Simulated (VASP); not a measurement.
# Au (Fm-3m) in VASP: further runs

Au is run at these levels: r2SCAN; tasks: single point.

Program: VASP 6.6.1. These are calculated values, not measurements. Logs are shortened: lines on timing, memory, paths and dates and some standing lists are left out, and cuts for length are marked.

**1. The cell of the first run**

Symmetry: Fm-3m, No. 225, cubic system. Conventional cell: a = 4.015 Å, b = 4.015 Å, c = 4.015 Å, α = 90.00°, β = 90.00°, γ = 90.00°. Within 3.7 Å of Au (site symmetry m-3m) lie 12 Au at 2.84 Å.

**2. Single point, r2SCAN**

Contents of POSCAR:

```
Au
1.0
    0.0000000000      2.0074966285      2.0074966285
    2.0074966285      0.0000000000      2.0074966285
    2.0074966285      2.0074966285      0.0000000000
Au
1
Direct
    0.0000000000      0.0000000000      0.0000000000
```

Contents of INCAR.step1:

```
  ALGO = Normal
  EDIFF = 1E-4
  ENCUT = 520
  GGA = PE
  ISMEAR = -1
  LASPH = True
  LCHARG = False
  LREAL = False
  LWAVE = True
  NBANDS = 12
  NELM = 60
  PREC = Accurate
  SIGMA = 0.05
```

Contents of INCAR.step2:

```
  ALGO = Normal
  EDIFF = 1E-7
  ENCUT = 520
  ISIF = 2
  ISMEAR = -1
  ISTART = 1
  LASPH = True
  LCHARG = False
  LMIXTAU = True
  LREAL = False
  LWAVE = False
  METAGGA = R2SCAN
  NBANDS = 12
  NELM = 60
  PREC = Accurate
  SIGMA = 0.05
```

Contents of KPOINTS:

```
k-points
0
Gamma
  11 11 11
```

Potentials or basis: VASP PAW PBE potentials, release 64 (Au).

Launch:

```
cat potpaw_PBE.64/Au/POTCAR > POTCAR
cp INCAR.step1 INCAR
mpirun -np 1 vasp_std > vasp.out
cp INCAR.step2 INCAR
mpirun -np 1 vasp_std > vasp.out
```

OUTCAR:

```text
EDIFF = 1E-7
   ENCUT = 520
   ISIF = 2
   ISMEAR = -1
   ISTART = 1
   LASPH = True
   LREAL = False
   METAGGA = R2SCAN
   NELM = 60
   PREC = Accurate

 ion  position               nearest neighbor table
   1  0.000  0.000  0.000-

  LATTYP: Found a face centered cubic cell.
 ALAT       =     4.0149932570

  Lattice vectors:

 A1 = (   0.0000000000,   2.0074966285,   2.0074966285)
 A2 = (   2.0074966285,   0.0000000000,   2.0074966285)
 A3 = (   2.0074966285,   2.0074966285,   0.0000000000)

Analysis of symmetry for initial positions (statically):
=====================================================================
 Subroutine PRICEL returns:
 Original cell was already a primitive cell.

 Routine SETGRP: Setting up the symmetry group for a
 face centered cubic supercell.

 Subroutine GETGRP returns: Found 48 space group operations
[... 9 lines left out ...]

 Routine SETGRP: Setting up the symmetry group for a
 face centered cubic supercell.

 Subroutine GETGRP returns: Found 48 space group operations
[... 11 lines left out ...]
                                     Primitive cell

  volume of cell :      16.1806

  direct lattice vectors                    reciprocal lattice vectors
     0.000000000  2.007496629  2.007496629    -0.249066421  0.249066421  0.249066421
     2.007496629  0.000000000  2.007496629     0.249066421 -0.249066421  0.249066421
     2.007496629  2.007496629  0.000000000     0.249066421  0.249066421 -0.249066421

  length of vectors
     2.839028958  2.839028958  2.839028958     0.431395695  0.431395695  0.431395695

  position of ions in fractional coordinates (direct lattice)
     0.000000000  0.000000000  0.000000000

  ion indices of the primitive-cell ions
   primitive index   ion index
                 1           1

----------------------------------------------------------------------------------------

 KPOINTS: k-points

Automatic generation of k-mesh.
 Grid dimensions read from file:
 generate k-points for:   11   11   11

 Generating k-lattice:

  Cartesian coordinates                     Fractional coordinates (reciprocal lattice)
    -0.022642402  0.022642402  0.022642402     0.090909091  0.000000000  0.000000000
     0.022642402 -0.022642402  0.022642402     0.000000000  0.090909091  0.000000000
     0.022642402  0.022642402 -0.022642402     0.000000000  0.000000000  0.090909091

  Length of vectors
     0.039217790  0.039217790  0.039217790

  Shift w.r.t. Gamma in fractional coordinates (k-lattice)
     0.000000000  0.000000000  0.000000000

 Subroutine IBZKPT returns following result:
 ===========================================

 Found     56 irreducible k-points:

 Following reciprocal coordinates:
            Coordinates               Weight
  0.000000  0.000000  0.000000      1.000000
  0.090909  0.000000  0.000000      8.000000
  0.181818  0.000000  0.000000      8.000000
  0.272727  0.000000  0.000000      8.000000
  0.363636  0.000000  0.000000      8.000000
  0.454545  0.000000  0.000000      8.000000
[... 16 lines left out ...]
 -0.272727  0.181818  0.000000     24.000000
 -0.181818  0.181818  0.000000     12.000000
 [... further k-points ...]
   k-points           NKPTS =     56   k-points in BZ     NKDIM =     56   number of bands    NBANDS=     12
   number of dos      NEDOS =    301   number of ions     NIONS =      1
   total plane-waves  NPLWV =  13824
   dimension x,y,z NGX =    24 NGY =   24 NGZ =   24
   dimension x,y,z NGXF=    48 NGYF=   48 NGZF=   48
   ions per type =               1
   NGX,Y,Z   is equivalent  to a cutoff of  14.05, 14.05, 14.05 a.u.
   NGXF,Y,Z  is equivalent  to a cutoff of  28.11, 28.11, 28.11 a.u.
 SYSTEM =  unknown system
   PREC   = accura    normal or accurate (medium, high low for compatibility)
   ISTART =      1    job   : 0-new  1-cont  2-samecut
   ICHARG =      0    charge: 1-file 2-atom 10-const
   ISPIN  =      1    spin polarized calculation?
   LNONCOLLINEAR =      F non collinear calculations
   LSORBIT =      F    spin-orbit coupling
   LASPH  =      T    aspherical Exc in radial PAW
   ENCUT  =  520.0 eV  38.22 Ry    6.18 a.u.   5.28  5.28  5.28*2*pi/ulx,y,z
   NELM   =     60;   NELMIN=  2; NELMDL=  0     # of ELM steps
   EDIFF  = 0.1E-06   stopping-criterion for ELM
   LREAL  =      F    real-space projection
   EDIFFG = 0.1E-05   stopping-criterion for IOM
   NSW    =      0    number of steps for IOM
   IBRION =     -1    ionic relax: 0-MD 1-quasi-New 2-CG
   NFREE  =      0    steps in history (QN), initial steepest desc. (CG)
   ISIF   =      2    stress and relaxation
   ISYM   =      2    0-nonsym 1-usesym 2-fastsym
   POTIM  = 0.5000    time-step for ionic-motion
   TEBEG  =    0.0;   TEEND  =   0.0 temperature during run
   PSTRESS=    0.0 pullay stress
   NELECT =      11.0000    total number of electrons
   NUPDOWN=      -1.0000    fix difference up-down
   EMIN   =  10.00;   EMAX   =-10.00  energy-range for DOS
[... 5 lines left out ...]
     AMIX     =   0.40;   BMIX     =  1.00
     AMIX_MAG =   1.60;   BMIX_MAG =  1.00
  volume/ion in A,a.u.               =      16.18       109.19
  Fermi-wavevector in a.u.,A,eV,Ry     =   1.439486  2.720235 28.192920  2.072121
  Thomas-Fermi vector in A             =   2.558337
   LORBIT       =      0    0 simple, 1 ext, 2 COOP (PROOUT), +10 PAW based schemes
   METAGGA = R2SCAN    functional components
   LHFCALC =     F    Hartree Fock is set to
   AEXX    =    0.0000 exact exchange contribution
   IVDW    =     0    specifies the selected vdW correction
   LEPSILON=     F    determine dielectric tensor
   LRPA    =     F    only Hartree local field effects (RPA)
 non-spin polarized calculation
  energy-cutoff  :      520.00
  volume of cell :       16.18
 maximum number of plane-waves:       445
 NGX is ok and might be reduce to    24
   NGX = 11   NGY = 11   NGZ = 11

 number of electron      11.0000000 magnetization

 Free energy of the ion-electron system (eV)
  ---------------------------------------------------
  ext. energy  EPLUGINS =         0.00000000
  ---------------------------------------------------
  free energy    TOTEN  =       -50.54106151 eV

  energy without entropy =      -50.53993327  energy(sigma->0) =      -50.54049739

 E-fermi :  10.2596     XC(G=0): -14.0010

 val. band max:       10.0953435453   @ k =   0.4545   0.3636   0.0000
 cond. band min:      10.3741098883   @ k =  -0.4545   0.0909   0.0000
 fundamental gap:      0.2787663430
 Fermi energy:        10.2595629543

 k-point     1 :       0.0000    0.0000    0.0000
  band No.  band energies     occupation
      1      -0.4690      2.00000
      2       4.9678      2.00000
      3       4.9678      2.00000
      4       4.9678      2.00000
      5       6.6495      2.00000
      6       6.6495      2.00000
      7      25.4436      0.00000
      8      29.8730      0.00000
      9      29.8730      0.00000
     10      29.8730      0.00000
     11      35.3562      0.00000
     12      40.4052      0.00000

 k-point     2 :       0.0909    0.0000    0.0000
  band No.  band energies     occupation
      1      -0.1578      2.00000
      2       4.8674      2.00000
      3       5.0742      2.00000
      4       5.0742      2.00000
      5       6.6041      2.00000
      6       6.6041      2.00000
      7      25.8103      0.00000
      8      28.2160      0.00000
      9      30.2611      0.00000
     10      30.2611      0.00000
     11      36.2451      0.00000
     12      38.3915      0.00000

 k-point     3 :       0.1818    0.0000    0.0000
  band No.  band energies     occupation
      1       0.6879      2.00000
      2       4.7114      2.00000
      3       5.2643      2.00000
      4       5.2643      2.00000
      5       6.6100      2.00000
      6       6.6100      2.00000
      7      24.9396      0.00000
      8      26.7426      0.00000
      9      31.2341      0.00000
     10      31.2341      0.00000
     11      33.9031      0.00000
     12      36.1799      0.00000

 k-point     4 :       0.2727    0.0000    0.0000
  band No.  band energies     occupation
      1       1.6577      2.00000
      2       5.0191      2.00000
      3       5.2440      2.00000
      4       5.2440      2.00000
      5       6.9644      2.00000
      6       6.9644      2.00000
      7      21.3669      0.00000
      8      26.5310      0.00000
      9      31.5184      0.00000
     10      31.5184      0.00000
     11      33.6951      0.00000
     12      34.6844      0.00000

 k-point     5 :       0.3636    0.0000    0.0000
  band No.  band energies     occupation
      1       2.0761      2.00000
      2       5.0641      2.00000
      3       5.0641      2.00000
      4       6.4991      2.00000
      5       7.5414      2.00000
      6       7.5414      2.00000
      7      17.5688      0.00000
      8      25.6242      0.00000
      9      29.9112      0.00000
     10      29.9112      0.00000
     11      35.7444      0.00000
     12      35.7847      0.00000
[... 228 lines left out ...]
      1       2.8796      2.00000
      2       4.4381      2.00000
      3       5.6117      2.00000
      4       5.8165      2.00000
      5       7.9607      2.00000
      6      12.2051      0.00000
      7      13.7138      0.00000
      8      23.9269      0.00000
      9      26.7691      0.00000
     10      27.0856      0.00000
     11      37.2133      0.00000
     12      37.3526      0.00000

 k-point    22 :      -0.3636    0.1818    0.0000
  band No.  band energies     occupation
      1       2.9826      2.00000
      2       4.5291      2.00000
      3       5.5878      2.00000
      4       5.6631      2.00000
      5       7.4164      2.00000
      6      10.7663      0.00008
      7      15.9097      0.00000
      8      23.3007      0.00000
      9      27.0359      0.00000
     10      28.5212      0.00000
     11      35.2832      0.00000
     12      37.3435      0.00000

 k-point    23 :      -0.2727    0.1818    0.0000
  band No.  band energies     occupation
      1       2.9892      2.00000
      2       4.5600      2.00000
      3       4.9908      2.00000
      4       5.7108      2.00000
      5       6.6621      2.00000
      6       9.2036      2.00000
      7      19.4115      0.00000
      8      23.4497      0.00000
      9      27.6940      0.00000
     10      31.0687      0.00000
     11      32.6943      0.00000
     12      37.4125      0.00000

 k-point    24 :      -0.1818    0.1818    0.0000
  band No.  band energies     occupation
      1       2.2884      2.00000
      2       4.2889      2.00000
      3       5.1923      2.00000
      4       5.9452      2.00000
      5       5.9678      2.00000
      6       8.0293      2.00000
      7      22.5264      0.00000
      8      24.5958      0.00000
      9      29.0607      0.00000
     10      30.5505      0.00000
     11      33.6957      0.00000
     12      36.5862      0.00000

 [... further k-points ...]

------------------------ aborting loop because EDIFF is reached ----------------------------------------

  FORCE on cell =-STRESS in cart. coord.  units (eV):
  Direction    XX          YY          ZZ          XY          YZ          ZX
  --------------------------------------------------------------------------------------
  -------------------------------------------------------------------------------------
  Total        1.6377881      1.6377881      1.6377881      0.0000000      0.0000000     -0.0000000
  in kB      162.1712309    162.1712309    162.1712309      0.0000000      0.0000000     -0.0000000
  external PRESSURE =     162.1712309 kB  Pullay stress =       0.0000000 kB

 VOLUME and BASIS-vectors are now :
 -----------------------------------------------------------------------------
  energy-cutoff  :      520.00
  volume of cell :       16.18
      direct lattice vectors                 reciprocal lattice vectors
     0.000000000  2.007496629  2.007496629    -0.249066421  0.249066421  0.249066421
     2.007496629  0.000000000  2.007496629     0.249066421 -0.249066421  0.249066421
     2.007496629  2.007496629  0.000000000     0.249066421  0.249066421 -0.249066421

 POSITION                                       TOTAL-FORCE (eV/Angst)
 -----------------------------------------------------------------------------------
      0.00000      0.00000      0.00000         0.000000     -0.000000     -0.000000
 -----------------------------------------------------------------------------------
    total drift:                               -0.000000     -0.000000     -0.000000

  FREE ENERGIE OF THE ION-ELECTRON SYSTEM (eV)
  ---------------------------------------------------
  free  energy   TOTEN  =       -50.5410615063 eV

  energy  without entropy=      -50.5399332723  energy(sigma->0) =      -50.54049739
```

Wall time 34 s (1 thread of AMD EPYC 9R45 (Zen 5), shared host); peak memory 0.12 GiB.

Results:

- Free energy: -50.5411 eV
- Pressure: 16.2 GPa

Levels at points of the mesh, in eV from the Fermi level:
| k point | band 2 | band 3 | band 4 | band 5 | band 6 | band 7 | band 8 | band 9 | band 10 | band 11 |
| --- | --- | --- | --- | --- | --- | --- | --- | --- | --- | --- |
| (0.00, 0.00, 0.00) | -5.29 | -5.29 | -5.29 | -3.61 | -3.61 | 15.18 | 19.61 | 19.61 | 19.61 | 25.10 |

Caveat: the PAW data sets were made with another functional, which shifts forces and pressure a little; spin-orbit coupling is left out, which moves the levels of the heavy elements.

**3. Single point, r2SCAN**

This run uses another cell than the first one, of 16.52 Å³/atom, 1.021 times its volume.

Contents of POSCAR:

```
Au
1.0
    0.0000000000      2.0213418704      2.0213418704
    2.0213418704      0.0000000000      2.0213418704
    2.0213418704      2.0213418704      0.0000000000
Au
1
Direct
    0.0000000000      0.0000000000      0.0000000000
```

Contents of INCAR.step1:

```
SYSTEM = Au
PREC = Accurate
ENCUT = 520
ISMEAR = -1
SIGMA = 0.05
LREAL = .False.
LASPH = .True.
NELM = 80
NBANDS = 12
GGA = PE
ALGO = Normal
EDIFF = 1E-4
LWAVE = .True.
LCHARG = .False.
```

Contents of INCAR.step2:

```
SYSTEM = Au
PREC = Accurate
ENCUT = 520
EDIFF = 1E-6
ISMEAR = -1
SIGMA = 0.05
LREAL = .False.
LASPH = .True.
NELM = 80
ALGO = Normal
ISIF = 2
LWAVE = .False.
LCHARG = .True.
METAGGA = R2SCAN
LMIXTAU = .True.
LELF = .True.
LVHAR = .True.
NBANDS = 12
ISTART = 1
```

Contents of KPOINTS:

```
Automatic mesh
0
Gamma
  11 11 11
  0 0 0
```

Potentials or basis: VASP PAW PBE potentials, release 64 (Au).

Launch:

```
cat potpaw_PBE.64/Au/POTCAR > POTCAR
cp INCAR.step1 INCAR
mpirun -np 1 vasp_std > vasp.out
cp INCAR.step2 INCAR
mpirun -np 1 vasp_std > vasp.out
```

Run time: 32 s. Hardware: 1 thread of AMD EPYC 9R45 (Zen 5), shared host; peak memory 0.12 GiB.

The run converged. Its results:

| Property | Result |
| --- | --- |
| Free energy | -50.5702 eV |
| Pressure | 11.4 GPa |

Levels at points of the mesh, in eV from the Fermi level:
| k point | band 4 | band 5 | band 6 | band 7 | band 8 | band 9 |
| --- | --- | --- | --- | --- | --- | --- |
| (0.00, 0.00, 0.00) | -5.19 | -3.57 | -3.57 | 15.20 | 19.50 | 19.50 |

Caveat: the PAW data sets were made with another functional, which shifts forces and pressure a little; spin-orbit coupling is left out, which moves the levels of the heavy elements.

(Continued in part 2 of 2.)
